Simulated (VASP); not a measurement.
# AlN (P6_3/mmc) in VASP: a series of runs, part 2 of 2

VASP 6.6.1. The steps go on from the part before.

## (4) Single point, PBEsol

This run uses another cell than the first one, of 10.78 Å³/atom, 1.207 times its volume.

INCAR reads:

```
SYSTEM = AlN
PREC = Accurate ; ENCUT = 520
EDIFF = 1E-7 ; ISMEAR = 0
SIGMA = 0.05 ; LREAL = .FALSE.
LASPH = .TRUE. ; NELM = 60
ALGO = Normal ; ISIF = 2
LWAVE = .FALSE. ; LCHARG = .FALSE.
GGA = PS ; NBANDS = 16
```

KPOINTS reads:

```
Automatic mesh
0
G
  9 9 6
  0 0 0
```

POSCAR reads:

```
AlN
1.0
    3.4006000000      0.0000000000      0.0000000000
   -1.7003000000      2.9450059881      0.0000000000
    0.0000000000      0.0000000000      4.3069000000
Al N
2 2
Direct
    0.3333333333      0.6666666667      0.7500000000
    0.6666666667      0.3333333333      0.2500000000
    0.3333333333      0.6666666667      0.2500000000
    0.6666666667      0.3333333333      0.7500000000
```

Potentials or basis: VASP PAW PBE potentials, release 64 (Al, N).

On the command line:

```
$ cat potpaw_PBE.64/Al/POTCAR potpaw_PBE.64/N/POTCAR > POTCAR
$ mpirun -np 1 vasp_std > vasp.out
```

OUTCAR:

```text
SYSTEM = AlN
   PREC = Accurate
   ENCUT = 520
   EDIFF = 1E-7
   ISMEAR = 0
   LREAL = .FALSE.
   LASPH = .TRUE.
   NELM = 60
   ISIF = 2
   GGA = PS

 ion  position               nearest neighbor table
   1  0.333  0.667  0.750-   4 1.96   4 1.96   4 1.96   3 2.15   3 2.15   2 2.91   2 2.91   2 2.91
                             2 2.91   2 2.91   2 2.91
   2  0.667  0.333  0.250-   3 1.96   3 1.96   3 1.96   4 2.15   4 2.15   1 2.91   1 2.91   1 2.91
                             1 2.91   1 2.91   1 2.91
   3  0.333  0.667  0.250-   2 1.96   2 1.96   2 1.96   1 2.15   1 2.15
   4  0.667  0.333  0.750-   1 1.96   1 1.96   1 1.96   2 2.15   2 2.15

  LATTYP: Found a hexagonal cell.
 ALAT       =     3.4006000000
 C/A-ratio  =     1.2665117920

  Lattice vectors:

 A1 = (   3.4006000000,   0.0000000000,   0.0000000000)
 A2 = (  -1.7003000000,   2.9450059881,   0.0000000000)
 A3 = (   0.0000000000,   0.0000000000,   4.3069000000)

Analysis of symmetry for initial positions (statically):
=====================================================================
 Subroutine PRICEL returns:
 Original cell was already a primitive cell.

 Routine SETGRP: Setting up the symmetry group for a
 hexagonal supercell.

 Subroutine GETGRP returns: Found 24 space group operations
 (whereof 12 operations were pure point group operations)
 out of a pool of 24 trial point group operations.

The static configuration has the point symmetry D_3d.
 The point group associated with its full space group is D_6h.

Analysis of symmetry for dynamics (positions and initial velocities):
=====================================================================
 Subroutine PRICEL returns:
 Original cell was already a primitive cell.

 Routine SETGRP: Setting up the symmetry group for a
 hexagonal supercell.

 Subroutine GETGRP returns: Found 24 space group operations
 (whereof 12 operations were pure point group operations)
 out of a pool of 24 trial point group operations.

The dynamic configuration has the point symmetry D_3d.
 The point group associated with its full space group is D_6h.

 Subroutine INISYM returns: Found 24 space group operations
 (whereof 12 operations are pure point group operations),
 and found     1 'primitive' translations

----------------------------------------------------------------------------------------

                                     Primitive cell

  volume of cell :      43.1327

  direct lattice vectors                    reciprocal lattice vectors
     3.400600000  0.000000000  0.000000000     0.294065753  0.169778942  0.000000000
    -1.700300000  2.945005988  0.000000000     0.000000000  0.339557883  0.000000000
     0.000000000  0.000000000  4.306900000     0.000000000  0.000000000  0.232185563

  length of vectors
     3.400600000  3.400600000  4.306900000     0.339557883  0.339557883  0.232185563

  position of ions in fractional coordinates (direct lattice)
     0.333333333  0.666666667  0.750000000
     0.666666667  0.333333333  0.250000000
     0.333333333  0.666666667  0.250000000
     0.666666667  0.333333333  0.750000000

  ion indices of the primitive-cell ions
   primitive index   ion index
                 1           1
                 2           2
                 3           3
                 4           4

----------------------------------------------------------------------------------------

 KPOINTS: Automatic mesh

[... 46 lines left out ...]
  0.333333  0.222222  0.166667     24.000000
  0.333333  0.333333  0.166667      4.000000
 [... further k-points ...]
   k-points           NKPTS =     48   k-points in BZ     NKDIM =     48   number of bands    NBANDS=     16
   number of dos      NEDOS =    301   number of ions     NIONS =      4
   total plane-waves  NPLWV =  25088
   dimension x,y,z NGX =    28 NGY =   28 NGZ =   32
   dimension x,y,z NGXF=    56 NGYF=   56 NGZF=   64
   ions per type =               2   2
   NGX,Y,Z   is equivalent  to a cutoff of  13.69, 13.69, 12.35 a.u.
   NGXF,Y,Z  is equivalent  to a cutoff of  27.38, 27.38, 24.70 a.u.
 SYSTEM =  AlN
   PREC   = accura    normal or accurate (medium, high low for compatibility)
   ISTART =      0    job   : 0-new  1-cont  2-samecut
   ICHARG =      2    charge: 1-file 2-atom 10-const
   ISPIN  =      1    spin polarized calculation?
   LNONCOLLINEAR =      F non collinear calculations
   LSORBIT =      F    spin-orbit coupling
   LASPH  =      T    aspherical Exc in radial PAW
   ENCUT  =  520.0 eV  38.22 Ry    6.18 a.u.   6.32  6.32  8.01*2*pi/ulx,y,z
   NELM   =     60;   NELMIN=  2; NELMDL= -5     # of ELM steps
   EDIFF  = 0.1E-06   stopping-criterion for ELM
   LREAL  =      F    real-space projection
   EDIFFG = 0.1E-05   stopping-criterion for IOM
   NSW    =      0    number of steps for IOM
   IBRION =     -1    ionic relax: 0-MD 1-quasi-New 2-CG
   NFREE  =      0    steps in history (QN), initial steepest desc. (CG)
   ISIF   =      2    stress and relaxation
   ISYM   =      2    0-nonsym 1-usesym 2-fastsym
   POTIM  = 0.5000    time-step for ionic-motion
   TEBEG  =    0.0;   TEEND  =   0.0 temperature during run
   PSTRESS=    0.0 pullay stress
   NELECT =      16.0000    total number of electrons
   NUPDOWN=      -1.0000    fix difference up-down
   EMIN   =  10.00;   EMAX   =-10.00  energy-range for DOS
   EFERMI =   0.00;   METHOD = LEGACY
   ISMEAR =     0;   SIGMA  =   0.05  broadening in eV -4-tet -1-fermi 0-gaus
   EFERMI_NEDOS =   21; number of points for ismear=-14 and -15
   IALGO  =     38    algorithm
   IMIX   =      4    mixing-type and parameters
     AMIX     =   0.40;   BMIX     =  1.00
     AMIX_MAG =   1.60;   BMIX_MAG =  1.00
  volume/ion in A,a.u.               =      10.78        72.77
  Fermi-wavevector in a.u.,A,eV,Ry     =   1.176285  2.222857 18.825660  1.383647
  Thomas-Fermi vector in A             =   2.312652
   LORBIT       =      0    0 simple, 1 ext, 2 COOP (PROOUT), +10 PAW based schemes
   GGA     = PS    functional components
   LHFCALC =     F    Hartree Fock is set to
   AEXX    =    0.0000 exact exchange contribution
   IVDW    =     0    specifies the selected vdW correction
   LEPSILON=     F    determine dielectric tensor
   LRPA    =     F    only Hartree local field effects (RPA)
 non-spin polarized calculation
 Gauss-broadening in eV      SIGMA  =   0.05
  energy-cutoff  :      520.00
  volume of cell :       43.13
 maximum number of plane-waves:      1193
 NGX is ok and might be reduce to    28
   NGX = 13   NGY = 13   NGZ = 17

 number of electron      15.9999999 magnetization

 Free energy of the ion-electron system (eV)
  ---------------------------------------------------
  ext. energy  EPLUGINS =         0.00000000
  ---------------------------------------------------
  free energy    TOTEN  =       -30.71121164 eV

  energy without entropy =      -30.71121164  energy(sigma->0) =      -30.71121164

 E-fermi :   7.2073     XC(G=0): -10.9996

 val. band max:        6.9850618781   @ k =   0.0000   0.0000   0.0000
 cond. band min:       9.5685875669   @ k =   0.0000   0.0000   0.0000
 fundamental gap:      2.5835256887
 Fermi energy:         7.2073129443

 k-point     1 :       0.0000    0.0000    0.0000
  band No.  band energies     occupation
      1      -9.1710      2.00000
      2      -5.8956      2.00000
      3       0.5413      2.00000
      4       3.9278      2.00000
      5       3.9278      2.00000
      6       5.5061      2.00000
[... 433 lines left out ...]
      3       0.8829      2.00000
      4       1.6502      2.00000
      5       1.6502      2.00000
      6       4.1394      2.00000
[... 8 lines left out ...]
     15      17.6834      0.00000
     16      19.0507      0.00000

 [... further k-points ...]

------------------------ aborting loop because EDIFF is reached ----------------------------------------

  FORCE on cell =-STRESS in cart. coord.  units (eV):
  Direction    XX          YY          ZZ          XY          YZ          ZX
  --------------------------------------------------------------------------------------
  -------------------------------------------------------------------------------------
  Total       -4.8519632     -4.8519632     -4.3203882      0.0000000      0.0000000      0.0000000
  in kB     -180.2277089   -180.2277089   -160.4821866      0.0000000      0.0000000      0.0000000
  external PRESSURE =    -173.6458681 kB  Pullay stress =       0.0000000 kB

 VOLUME and BASIS-vectors are now :
 -----------------------------------------------------------------------------
  energy-cutoff  :      520.00
  volume of cell :       43.13
      direct lattice vectors                 reciprocal lattice vectors
     3.400600000  0.000000000  0.000000000     0.294065753  0.169778942  0.000000000
    -1.700300000  2.945005988  0.000000000     0.000000000  0.339557883  0.000000000
     0.000000000  0.000000000  4.306900000     0.000000000  0.000000000  0.232185563

 POSITION                                       TOTAL-FORCE (eV/Angst)
 -----------------------------------------------------------------------------------
     -0.00000      1.96334      3.23018        -0.000000     -0.000000      0.000000
      1.70030      0.98167      1.07672        -0.000000      0.000000      0.000000
     -0.00000      1.96334      1.07672        -0.000000     -0.000000      0.000000
      1.70030      0.98167      3.23018         0.000000     -0.000000      0.000000
 -----------------------------------------------------------------------------------
    total drift:                               -0.000000      0.000000      0.000000

  FREE ENERGIE OF THE ION-ELECTRON SYSTEM (eV)
  ---------------------------------------------------
  free  energy   TOTEN  =       -30.7112116423 eV

  energy  without entropy=      -30.7112116423  energy(sigma->0) =      -30.71121164
```

Wall time 18 s (1 thread of Intel Xeon Platinum 8488C (Sapphire Rapids), shared host); peak memory 0.17 GiB.

Results:

* Free energy: -30.7112 eV
* Pressure: -17.4 GPa
* Band gap on the k mesh: 2.58 eV, direct

Stress tensor (GPa, compression positive):
```
-18.02   0.00   0.00
  0.00 -18.02   0.00
  0.00   0.00 -16.05
```

Caveat: the PAW data sets were made with another functional, which shifts forces and pressure a little.

## (5) Single point, PBEsol

This run uses another cell than the first one, of 9.37 Å³/atom, 1.048 times its volume.

INCAR reads:

```
PREC = Accurate ; ENCUT = 520
EDIFF = 1E-6 ; ISMEAR = 0
SIGMA = 0.05 ; LREAL = False
LASPH = True ; NELM = 60
ALGO = Normal ; ISIF = 2
LWAVE = False ; LCHARG = True
GGA = PS ; LELF = True
LVHAR = True ; NBANDS = 16
```

KPOINTS reads:

```
regular mesh
0
Gamma
  9 9 6
```

POSCAR reads:

```
AlN
1.0
    3.2818000000      0.0000000000      0.0000000000
   -1.6409000000      2.8421221701      0.0000000000
    0.0000000000      0.0000000000      4.0170000000
Al N
2 2
Direct
    0.3333333333      0.6666666667      0.7500000000
    0.6666666667      0.3333333333      0.2500000000
    0.3333333333      0.6666666667      0.2500000000
    0.6666666667      0.3333333333      0.7500000000
```

On the command line:

```
$ cat potpaw_PBE.64/Al/POTCAR potpaw_PBE.64/N/POTCAR > POTCAR
$ mpirun -np 1 vasp_std > vasp.out
```

Run time: 11 s. Hardware: 1 thread of Intel Xeon 6975P-C (Granite Rapids), shared host; peak memory 0.15 GiB.

It converged, with:

```
Free energy            : -30.8904 eV
Pressure               : 9.5 GPa
Band gap on the k mesh : 3.70 eV, direct
```

Stress tensor (GPa, compression positive):
```
 7.84  0.00  0.00
 0.00  7.84  0.00
 0.00  0.00 12.89
```

Levels at points of the mesh, in eV from the valence-band top:
| k point | band 6 | band 7 | band 8 | band 9 | band 10 | band 11 |
| --- | --- | --- | --- | --- | --- | --- |
| (0.00, 0.00, 0.00) | -1.54 | -1.54 | 0.00 | 3.70 | 4.84 | 8.41 |
| (0.00, 0.00, 0.50) | -2.54 | -2.54 | -2.54 | 6.02 | 6.02 | 8.50 |

Caveat: the PAW data sets were made with another functional, which shifts forces and pressure a little. A k mesh can miss the band edges.

## (6) Overview

| cell | gap on the mesh (eV) | pressure (GPa) |
| --- | --- | --- |
| a = 3.222, b = 3.222, c = 3.976 Å, angles 90.0, 90.0, 120.0°, 4 atoms | 4.01 | 22.6 |
| a = 3.222, b = 3.222, c = 4.058 Å, angles 90.0, 90.0, 120.0°, 4 atoms | 3.83 | 17.1 |
| a = 3.401, b = 3.401, c = 4.307 Å, angles 90.0, 90.0, 120.0°, 4 atoms | 2.58 | -17.4 |
| a = 3.282, b = 3.282, c = 4.017 Å, angles 90.0, 90.0, 120.0°, 4 atoms | 3.70 | 9.5 |

Alike in all rows: task single point; level PBEsol; potentials or basis VASP PAW PBE potentials, release 64 (Al, N); no spin polarisation; k mesh 9 × 9 × 6; cutoff (eV) 520; smearing gaussian 0.05 eV.

Caveats: the PAW data sets were made with another functional, which shifts forces and pressure a little.

Absolute energies hang on the potentials; compare differences alone.
